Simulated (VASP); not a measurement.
Runs of VASP 6.6.1 on Sr3Zn2H. The structure is that of space group P4/mmm (No. 123), or close to it. The cells are those of the table. The cell was built from a structure type or drawn by symmetry, and may not be a known phase.

| task | cell | k mesh | cutoff (eV) | gap on the mesh (eV) | pressure (GPa) |
| --- | --- | --- | --- | --- | --- |
| single point | a = 6.182, b = 6.182, c = 3.864 Å, 6 atoms | 4 × 4 × 4 | 520 | none | 18.0 |
| relaxation of cell and atoms | relaxed from a = 6.182, b = 6.182, c = 3.864 Å, 6 atoms | 4 × 4 × 4 | 600 | none | 0.1 |
| single point | a = 7.040, b = 7.040, c = 4.677 Å, 6 atoms | 6 × 6 × 8 | 520 | none | (a) |
| single point | a = 7.062, b = 7.062, c = 4.607 Å, 6 atoms | 4 × 4 × 4 | 520 | none | 0.3 |

Alike in all rows: level PBE; potentials or basis VASP PAW PBE potentials, release 64 (Sr_sv, Zn, H); no spin polarisation; smearing gaussian 0.1 eV.

Q: Fill in the values left out.

A: (a) 0.0.

Caveats: some runs use coarse meshes.

A k mesh can miss the band edges, and the runs leave out spin-orbit coupling on Sr.

A gap of «none» marks levels without a gap at the run's occupations.
